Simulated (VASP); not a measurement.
# AlN (Cmc2_1) in VASP: notebook, part 2 of 2

VASP 6.6.1. The steps go on from the part before.

## 4. Single point, PBE (strain +0.0300 x Voigt [1, -1, 0, 0, 0, 0])

File INCAR:

```
ALGO = Normal
EDIFF = 1E-6
ENCUT = 520
GGA = PE
ISIF = 2
ISMEAR = 0
LASPH = True
LCHARG = False
LREAL = False
LWAVE = False
NBANDS = 16
NELM = 100
PREC = Accurate
SIGMA = 0.05
```

File KPOINTS:

```
k-points
0
Gamma
  12 12 6
```

File POSCAR:

```
AlN
1.0
    3.2241467498      0.0000000000      0.0000000000
   -1.6120733749      2.6295409719      0.0000000000
    0.0000000000      0.0000000000      5.0179796548
Al N
2 2
Direct
    0.3333333333      0.6666666667      0.0017287175
    0.6666666667      0.3333333333      0.5017287175
    0.3333333333      0.6666666667      0.3832712825
    0.6666666667      0.3333333333      0.8832712825
```

The run is started by

```console
cat potpaw_PBE.64/Al/POTCAR potpaw_PBE.64/N/POTCAR > POTCAR
mpirun -np 1 vasp_std > vasp.out
```

Run time: 30 s. Hardware: 1 thread of Intel Xeon 6975P-C (Granite Rapids), shared host; peak memory 0.22 GiB.

It converged, with:

- Free energy: -29.6991 eV
- Pressure: 0.3 GPa
- Largest force: 0.658 eV/Å
- Band gap on the k mesh: 4.01 eV, direct

Forces on the atoms (eV/Å):
```
Al   0.000 -0.559  0.047
Al   0.000  0.559  0.047
N    0.000 -0.656 -0.047
N    0.000  0.656 -0.047
```

Stress tensor (GPa, compression positive):
```
-9.62  0.00  0.00
 0.00 10.76  0.00
 0.00  0.00 -0.16
```

Levels at points of the mesh, in eV from the valence-band top:
```
           k point  band 5  band 6  band 7  band 8  band 9  band 10  band 11  band 12
(0.00, 0.00, 0.00)   -0.71   -0.33   -0.07    0.00    4.01     6.43    10.37    10.53
(0.50, 0.00, 0.00)   -3.40   -1.89   -1.69   -0.53    5.76     6.07     8.17    10.04
(0.00, 0.50, 0.00)   -3.07   -2.43   -1.76   -0.95    5.19     5.70     7.74    10.06
(0.00, 0.00, 0.50)   -0.66   -0.66   -0.39   -0.39    6.25     6.25    10.09    10.09
(0.50, 0.00, 0.50)   -1.40   -1.40   -1.23   -1.23    5.33     5.33     9.28     9.28
(0.00, 0.50, 0.50)   -1.78   -1.78   -1.29   -1.29    5.03     5.03     8.98     8.98
```

Caveat: the cell differs from its parent crystal (strain +0.0300 x Voigt [1, -1, 0, 0, 0, 0]).

## 5. Single point, PBE (strain -0.0150 x Voigt [1, -1, 0, 0, 0, 0])

File INCAR:

```
SYSTEM = AlN
ALGO     = Normal         ! electronic algorithm
EDIFF    = 1E-6           ! SCF threshold, eV
ENCUT    = 520            ! plane-wave cutoff, eV
GGA      = PE             ! functional
ISIF     = 2              ! what is computed and relaxed
ISMEAR   = 0              ! smearing method
LASPH    = .True.         ! aspherical terms in the spheres
LCHARG   = .False.        ! write CHGCAR
LREAL    = .False.        ! projectors in reciprocal space
LWAVE    = .False.        ! write WAVECAR
NBANDS   = 16             ! bands
NELM     = 100            ! most SCF steps
PREC     = Accurate       ! precision mode
SIGMA    = 0.05           ! smearing width, eV
```

File KPOINTS:

```
k-points
0
Gamma
  12 12 6
  0 0 0
```

POSCAR, as its differences from that of step 4:

```diff
@@ -2,4 +2,4 @@
 1.0
-    3.2241467498      0.0000000000      0.0000000000
-   -1.6120733749      2.6295409719      0.0000000000
+    3.0832859695      0.0000000000      0.0000000000
+   -1.5416429848      2.7515299861      0.0000000000
     0.0000000000      0.0000000000      5.0179796548
```

Potentials or basis: VASP PAW PBE potentials, release 64 (Al, N).

The run is started by

```console
cat potpaw_PBE.64/Al/POTCAR potpaw_PBE.64/N/POTCAR > POTCAR
mpirun -np 1 vasp_std > vasp.out
```

OUTCAR:

```text
SYSTEM = AlN
   EDIFF = 1E-6
   ENCUT = 520
   GGA = PE
   ISIF = 2
   ISMEAR = 0
   LASPH = .True.
   LREAL = .False.
   NELM = 100
   PREC = Accurate

 ion  position               nearest neighbor table
   1  0.333  0.667  0.002-   4 1.89   4 1.89   3 1.91   4 1.93   2 3.08   2 3.08   2 3.08   2 3.08
                             2 3.11   2 3.11
   2  0.667  0.333  0.502-   3 1.89   3 1.89   4 1.91   3 1.93   1 3.08   1 3.08   1 3.08   1 3.08
                             1 3.11   1 3.11
   3  0.333  0.667  0.383-   2 1.89   2 1.89   1 1.91   2 1.93
   4  0.667  0.333  0.883-   1 1.89   1 1.89   2 1.91   1 1.93

  LATTYP: Found a base centered orthorhombic cell.
 ALAT       =     3.0832859695
 B/A-ratio  =     1.7848036240
 C/A-ratio  =     1.6274778611

  Lattice vectors:

 A1 = (   1.5416429848,  -2.7515299861,   0.0000000000)
 A2 = (   1.5416429847,   2.7515299861,   0.0000000000)
 A3 = (   0.0000000000,   0.0000000000,   5.0179796548)

Analysis of symmetry for initial positions (statically):
=====================================================================
 Subroutine PRICEL returns:
[... 173 lines left out ...]
  free energy    TOTEN  =       -29.76005925 eV

  energy without entropy =      -29.76005925  energy(sigma->0) =      -29.76005925

 E-fermi :   6.2040     XC(G=0): -10.8280

 val. band max:        5.9665249735   @ k =   0.0000   0.0000   0.0000
 cond. band min:      10.0008457179   @ k =   0.0000   0.0000   0.0000
 fundamental gap:      4.0343207444
 Fermi energy:         6.2039635895

 k-point     1 :       0.0000    0.0000    0.0000
  band No.  band energies     occupation
      1      -9.1027      2.00000
      2      -7.0198      2.00000
      3       0.0592      2.00000
      4       5.0361      2.00000
      5       5.2090      2.00000
      6       5.6878      2.00000
[... 433 lines left out ...]
      3       0.8861      2.00000
      4       2.0468      2.00000
      5       2.9405      2.00000
      6       2.9777      2.00000
[... 8 lines left out ...]
     15      18.7557      0.00000
     16      20.4109      0.00000

 [... further k-points ...]
[... 5 lines left out ...]
  --------------------------------------------------------------------------------------
  -------------------------------------------------------------------------------------
  Total        1.3479118     -1.3838966     -0.0549112      0.0000000      0.0000000      0.0000000
  in kB       50.7288601    -52.0831530     -2.0665897      0.0000000      0.0000000      0.0000000
  external PRESSURE =      -1.1402942 kB  Pullay stress =       0.0000000 kB

 VOLUME and BASIS-vectors are now :
 -----------------------------------------------------------------------------
  energy-cutoff  :      520.00
  volume of cell :       42.57
      direct lattice vectors                 reciprocal lattice vectors
     3.083285969  0.000000000  0.000000000     0.324329306  0.181717082  0.000000000
    -1.541642985  2.751529986  0.000000000     0.000000000  0.363434164  0.000000000
     0.000000000  0.000000000  5.017979655     0.000000000  0.000000000  0.199283391

 POSITION                                       TOTAL-FORCE (eV/Angst)
 -----------------------------------------------------------------------------------
     -0.00000      1.83435      0.00867        -0.000000      0.229031      0.011149
      1.54164      0.91718      2.51766         0.000000     -0.229031      0.011149
     -0.00000      1.83435      1.92325        -0.000000      0.278603     -0.011149
      1.54164      0.91718      4.43224         0.000000     -0.278603     -0.011149
 -----------------------------------------------------------------------------------
    total drift:                               -0.000000      0.000000      0.000574

  FREE ENERGIE OF THE ION-ELECTRON SYSTEM (eV)
  ---------------------------------------------------
  free  energy   TOTEN  =       -29.7600592533 eV

  energy  without entropy=      -29.7600592533  energy(sigma->0) =      -29.76005925
```

Run time: 32 s. Hardware: 1 thread of Intel Xeon 6975P-C (Granite Rapids), shared host; peak memory 0.22 GiB.

What came out:

```yaml
Free_energy: -29.7601 eV
Pressure: -0.1 GPa
Largest_force: 0.279 eV/Å
Band_gap_on_the_k_mesh: 4.03 eV, direct
```

Forces on the atoms (eV/Å):
```
Al   0.000  0.229  0.011
Al   0.000 -0.229  0.011
N    0.000  0.279 -0.011
N    0.000 -0.279 -0.011
```

Stress tensor (GPa, compression positive):
```
 5.07  0.00  0.00
 0.00 -5.21  0.00
 0.00  0.00 -0.21
```

Caveat: the cell differs from its parent crystal (strain -0.0150 x Voigt [1, -1, 0, 0, 0, 0]). A k mesh can miss the band edges.

## 6. The runs side by side

| cell | gap on the mesh (eV) | pressure (GPa) | largest force (eV/Å) |
| --- | --- | --- | --- |
| a = 3.036, b = 3.178, c = 5.018 Å, angles 90.0, 90.0, 118.5°, 4 atoms | 4.01 | 0.3 | 0.53 |
| a = 3.177, b = 3.107, c = 5.018 Å, angles 90.0, 90.0, 120.7°, 4 atoms | 4.04 | -0.1 | 0.31 |
| a = 3.224, b = 3.084, c = 5.018 Å, angles 90.0, 90.0, 121.5°, 4 atoms | 4.01 | 0.3 | 0.66 |
| a = 3.083, b = 3.154, c = 5.018 Å, angles 90.0, 90.0, 119.3°, 4 atoms | 4.03 | -0.1 | 0.28 |

Alike in all rows: task single point; level PBE; potentials or basis VASP PAW PBE potentials, release 64 (Al, N); no spin polarisation; k mesh 12 × 12 × 6; cutoff (eV) 520; smearing gaussian 0.05 eV.

Total energies depend on the potentials used, so only differences within one code and one set of settings carry meaning.
